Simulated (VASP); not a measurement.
# Si in VASP: relaxation of the atoms with PBE

Aim: the relaxation of the atoms of Si with PBE.

Everything below comes from runs of VASP 6.6.1. Logs are shortened: lines on timing, memory, paths and dates and some standing lists are left out, and cuts for length are marked.

## (1) The cell of the first run

The cell holds a slab with vacuum, 8 atoms: a = 3.869 Å, b = 3.869 Å, c = 26.266 Å, α = 90.00°, β = 90.00°, γ = 120.00°.

## (2) Relaxation of the atoms, PBE

File INCAR:

```
SYSTEM = Si
ALGO = Normal
DIPOL = 0.5 0.5 0.500
EDIFF = 1E-7
EDIFFG = -0.01
ENCUT = 520
GGA = PE
IBRION = 2
IDIPOL = 3
ISIF = 2
ISMEAR = -1
LASPH = .TRUE.
LCHARG = .FALSE.
LDIPOL = .TRUE.
LREAL = .FALSE.
LWAVE = .FALSE.
NELM = 60
NSW = 60
PREC = Accurate
SIGMA = 0.02
```

File KPOINTS:

```
k-points
0
G
  9 9 1
  0 0 0
```

File POSCAR:

```
Si
1.0
    3.8685410222      0.0000000000      0.0000000000
   -1.9342705111      3.3502548008      0.0000000000
    0.0000000000      0.0000000000     26.2656000000
Si
8
Direct
    0.8333333330      0.1666666670      0.3045806269
    0.1666666670      0.8333333330      0.3346451454
    0.1666666670      0.8333333330      0.4248387023
    0.5000000000      0.5000000000      0.4549032215
    0.5000000000      0.5000000000      0.5450967785
    0.8333333330      0.1666666670      0.5751612977
    0.8333333330      0.1666666670      0.6653548546
    0.1666666670      0.8333333330      0.6954193731
```

Potentials or basis: VASP PAW PBE potentials, release 64 (Si).

On the command line:

```console
$ cat potpaw_PBE.64/Si/POTCAR > POTCAR
$ mpirun -np 1 vasp_std > vasp.out
```

OUTCAR:

```text
SYSTEM = Si
   EDIFF = 1E-7
   EDIFFG = -0.01
   ENCUT = 520
   GGA = PE
   IBRION = 2
   ISIF = 2
   ISMEAR = -1
   LASPH = .TRUE.
   LREAL = .FALSE.
   NELM = 60
   NSW = 60
   PREC = Accurate

 ion  position               nearest neighbor table
   1  0.833  0.167  0.305-   2 2.37   2 2.37   2 2.37
   2  0.167  0.833  0.335-   1 2.37   1 2.37   3 2.37   1 2.37
   3  0.167  0.833  0.425-   2 2.37   4 2.37   4 2.37   4 2.37
   4  0.500  0.500  0.455-   3 2.37   5 2.37   3 2.37   3 2.37
   5  0.500  0.500  0.545-   6 2.37   4 2.37   6 2.37   6 2.37
   6  0.833  0.167  0.575-   7 2.37   5 2.37   5 2.37   5 2.37
   7  0.833  0.167  0.665-   8 2.37   8 2.37   6 2.37   8 2.37
   8  0.167  0.833  0.695-   7 2.37   7 2.37   7 2.37

  LATTYP: Found a hexagonal cell.
 ALAT       =     3.8685410222
 C/A-ratio  =     6.7895363780

  Lattice vectors:

 A1 = (   3.8685410222,   0.0000000000,   0.0000000000)
 A2 = (  -1.9342705111,   3.3502548008,   0.0000000000)
 A3 = (   0.0000000000,   0.0000000000,  26.2656000000)

Analysis of symmetry for initial positions (statically):
=====================================================================
 Subroutine PRICEL returns:
 Original cell was already a primitive cell.

 Routine SETGRP: Setting up the symmetry group for a
 hexagonal supercell.

 Subroutine GETGRP returns: Found 12 space group operations
 (whereof  4 operations were pure point group operations)
 out of a pool of 24 trial point group operations.

The static configuration has the point symmetry C_2h.
 The point group associated with its full space group is D_3d.

Analysis of symmetry for dynamics (positions and initial velocities):
=====================================================================
 Subroutine PRICEL returns:
 Original cell was already a primitive cell.

 Routine SETGRP: Setting up the symmetry group for a
 hexagonal supercell.

 Subroutine GETGRP returns: Found 12 space group operations
 (whereof  4 operations were pure point group operations)
 out of a pool of 24 trial point group operations.

The dynamic configuration has the point symmetry C_2h.
 The point group associated with its full space group is D_3d.

[... 142 lines left out ...]
  ext. energy  EPLUGINS =         0.00000000
  ---------------------------------------------------
  free energy    TOTEN  =       -40.77661841 eV

  energy without entropy =      -40.76115568  energy(sigma->0) =      -40.76888705

------------------------ aborting loop because EDIFF is reached ----------------------------------------

  FORCE on cell =-STRESS in cart. coord.  units (eV):
  Direction    XX          YY          ZZ          XY          YZ          ZX
  --------------------------------------------------------------------------------------
  -------------------------------------------------------------------------------------
  Total       -0.8481734     -0.8481734     -0.2310089      0.0000000      0.0000000     -0.0000000
  in kB       -3.9919297     -3.9919297     -1.0872437      0.0000000      0.0000000     -0.0000000
  external PRESSURE =      -3.0237010 kB  Pullay stress =       0.0000000 kB
[... 107 lines left out ...]
  FREE ENERGIE OF THE ION-ELECTRON SYSTEM (eV)
  ---------------------------------------------------
  free  energy   TOTEN  =       -40.8430702792 eV

  energy  without entropy=      -40.8282796520  energy(sigma->0) =      -40.83567497

[... ionic steps 4 to 7 ...]

--------------------------------------- Ionic step        8  -------------------------------------------

 number of electron      32.0000002 magnetization

------------------------ aborting loop because EDIFF is reached ----------------------------------------
[... 37 lines left out ...]
--------------------------------------- Ionic step        9  -------------------------------------------

 number of electron      32.0000002 magnetization

 dipolmoment           0.000000      0.000000     -0.000000 electrons x Angstroem

------------------------ aborting loop because EDIFF is reached ----------------------------------------

  FORCE on cell =-STRESS in cart. coord.  units (eV):
  Direction    XX          YY          ZZ          XY          YZ          ZX
  --------------------------------------------------------------------------------------
  -------------------------------------------------------------------------------------
  Total        0.3731449      0.3731449     -0.5445320      0.0000000     -0.0000000     -0.0000000
  in kB        1.7562072      1.7562072     -2.5628407      0.0000000     -0.0000000     -0.0000000
  external PRESSURE =       0.3165246 kB  Pullay stress =       0.0000000 kB
[... 29 lines left out ...]
--------------------------------------- Ionic step       10  -------------------------------------------

 number of electron      32.0000003 magnetization

 dipolmoment           0.000000      0.000000      0.000000 electrons x Angstroem

 Free energy of the ion-electron system (eV)
  ---------------------------------------------------
  ext. energy  EPLUGINS =         0.00000000
  ---------------------------------------------------
  free energy    TOTEN  =       -40.85914997 eV

  energy without entropy =      -40.84227144  energy(sigma->0) =      -40.85071071

 E-fermi :   0.3082     XC(G=0):  -5.0213

 val. band max:        0.2851208463   @ k =   0.1111   0.0000   0.0000
 cond. band min:       0.3216395744   @ k =   0.4444  -0.0000   0.0000
 fundamental gap:      0.0365187282
 Fermi energy:         0.3081919322

 k-point     1 :       0.0000    0.0000    0.0000
  band No.  band energies     occupation
      1     -11.5364      2.00000
      2     -11.0695      2.00000
      3     -10.3640      2.00000
      4      -9.6616      2.00000
      5      -5.9365      2.00000
      6      -4.3053      2.00000
[... 277 lines left out ...]
     20       2.8576      0.00000
     21       3.9783      0.00000

------------------------ aborting loop because EDIFF is reached ----------------------------------------

 vacuum level on the upper side and lower side of the slab       (xc-potential included)        -0.019        -0.019

  FORCE on cell =-STRESS in cart. coord.  units (eV):
  Direction    XX          YY          ZZ          XY          YZ          ZX
  --------------------------------------------------------------------------------------
  -------------------------------------------------------------------------------------
  Total        0.5421239      0.5421239     -0.0968791      0.0000000      0.0000000      0.0000000
  in kB        2.5515069      2.5515069     -0.4559614      0.0000000      0.0000000      0.0000000
  external PRESSURE =       1.5490174 kB  Pullay stress =       0.0000000 kB
[... 23 lines left out ...]
  FREE ENERGIE OF THE ION-ELECTRON SYSTEM (eV)
  ---------------------------------------------------
  free  energy   TOTEN  =       -40.8591499725 eV

  energy  without entropy=      -40.8422714417  energy(sigma->0) =      -40.85071071

 reached required accuracy - stopping structural energy minimisation

 vacuum level on the upper side and lower side of the slab         4.985         4.985
```

OSZICAR:

```text
N       E                     dE             d eps       ncg     rms          rms(c)
DAV:   1     0.145097605225E+03    0.14510E+03   -0.10653E+04   504   0.113E+03
DAV:   2    -0.294757546679E+02   -0.17457E+03   -0.16856E+03   724   0.186E+02
DAV:   3    -0.411201417864E+02   -0.11644E+02   -0.11349E+02   600   0.494E+01
[... 125 lines left out ...]
DAV:  10    -0.408591492535E+02   -0.22772E-06   -0.29461E-08   383   0.105E-03    0.136E-04
DAV:  11    -0.408591496206E+02   -0.36703E-06   -0.43151E-08   412   0.864E-04    0.176E-04
DAV:  12    -0.408591497688E+02   -0.14824E-06   -0.13317E-08   396   0.506E-04    0.105E-04
DAV:  13    -0.408591499544E+02   -0.18555E-06   -0.24214E-08   397   0.411E-04    0.504E-05
DAV:  14    -0.408591499725E+02   -0.18167E-07   -0.19229E-09   322   0.226E-04
  10 F= -.40859150E+02 E0= -.40850711E+02  d E =-.337663E-02
```

Wall time 9.9 min (1 thread of Oxide Virtual Turin-like, shared host); peak memory 0.42 GiB.

Results:

| Quantity | Value |
| --- | --- |
| Free energy | -40.8591 eV |
| Energy gained by relaxing | 10.3 meV/atom |
| Ionic steps | 10 |
| Largest force after relaxing | 0.006 eV/Å |
| Band gap on the k mesh | zero (bands 16 and 17 overlap by 0.30 eV) |

Forces on the atoms (eV/Å):
```
Si   0.000  0.000  0.004
Si   0.000  0.000  0.006
Si   0.000  0.000 -0.005
Si   0.000  0.000  0.004
Si   0.000  0.000 -0.004
Si   0.000  0.000  0.005
Si   0.000  0.000 -0.006
Si   0.000  0.000 -0.004
```

The path:
| step | energy change (eV) | largest force (eV/Å) | pressure (GPa) |
| --- | --- | --- | --- |
| 1 | 0.0000 | 0.7432 | -0.30 |
| 2 | -0.0607 | 0.2927 | -0.22 |
| 3 | -0.0665 | 0.2432 | -0.17 |
| 4 | -0.0743 | 0.1196 | -0.13 |
| 5 | -0.0771 | 0.1298 | -0.10 |
| 6 | -0.0790 | 0.0409 | -0.06 |
| 7 | -0.0792 | 0.0373 | -0.05 |
| 8 | -0.0798 | 0.0332 | -0.03 |
| 9 | -0.0812 | 0.0224 | 0.03 |
| 10 | -0.0825 | 0.0056 | 0.15 |

Final structure:
```
CELL_PARAMETERS angstrom
3.86854 0.00000 0.00000
-1.93427 3.35025 0.00000
0.00000 0.00000 26.26560
ATOMIC_POSITIONS crystal
Si 0.83333 0.16667 0.30884
Si 0.16667 0.83333 0.33378
Si 0.16667 0.83333 0.42527
Si 0.50000 0.50000 0.45471
Si 0.50000 0.50000 0.54529
Si 0.83333 0.16667 0.57473
Si 0.83333 0.16667 0.66622
Si 0.16667 0.83333 0.69116
```
